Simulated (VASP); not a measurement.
LiCl:

```
CELL_PARAMETERS angstrom
3.27112 0.00000 0.00000
0.00000 3.27112 0.00000
0.00000 0.00000 3.36697
ATOMIC_POSITIONS crystal
Li 0.00000 0.00000 0.00000
Cl 0.50000 0.50000 0.50000
```

This cell differs from its parent crystal: uniaxial z strain +2.9%.

Program: VASP 6.6.1. Alike in all runs: task single point; potentials or basis VASP PAW PBE potentials, release 64 (Li_sv, Cl); no spin polarisation; cell as given; cutoff (eV) 520.

Q: Order these runs on this cell by their band gap on the k mesh, lowest first.
A. level PBE; k mesh 8 × 8 × 8; smearing fermi-dirac 0.02 eV
B. level r2SCAN; k mesh 8 × 8 × 8; smearing gaussian 0.01 eV
C. level HSE06; k mesh 6 × 6 × 6; smearing gaussian 0.01 eV; grid for exact exchange (PRECFOCK) Normal; share of exact exchange 0.25; screening parameter 0.2079 1/Å

A: A (4.23 eV), B (5.16 eV), C (5.48 eV).

A k mesh can miss the band edges.
